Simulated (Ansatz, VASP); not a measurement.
**Bi in VASP and in Ansatz**

```
CELL_PARAMETERS angstrom
-1.90803 1.90803 2.06234
1.90803 -1.90803 2.06234
1.90803 1.90803 -2.06234
ATOMIC_POSITIONS crystal
Bi 0.00000 0.00000 0.00000
```

Change from the starting cell: strain +e along x and -e along y +0.0000, strain +e along z and -e/2 along x and y +0.0525.

Alike in both runs: task single point; functional PBE; dispersion D3(BJ); k mesh 16 × 16 × 16; occupations gaussian, width 0.15 eV; no spin polarisation.

|  | VASP | Ansatz |
| --- | --- | --- |
| version | VASP 6.6.1 | Ansatz 0.2.0 |
| potentials or method | VASP PAW PBE potentials, release 64 (Bi_d), cutoff 520 eV | scalar-relativistic, plane waves, PAW |
| valence electrons in the cell | 15 | 15 |

Ansatz gave:

```
gap on the k mesh at the Fermi level (eV)                     : none
pressure (GPa)                                                : 0.2
traceless stress, the component that is largest in VASP (GPa) : -0.98
```

What did VASP give for the same quantities?

gap on the k mesh at the Fermi level (eV): none; pressure (GPa): 0.2; traceless stress, the component that is largest in VASP (GPa): -0.97.

A gap of «none» marks a metal or a gap that the smearing closes.

Neither program's run includes spin-orbit coupling.
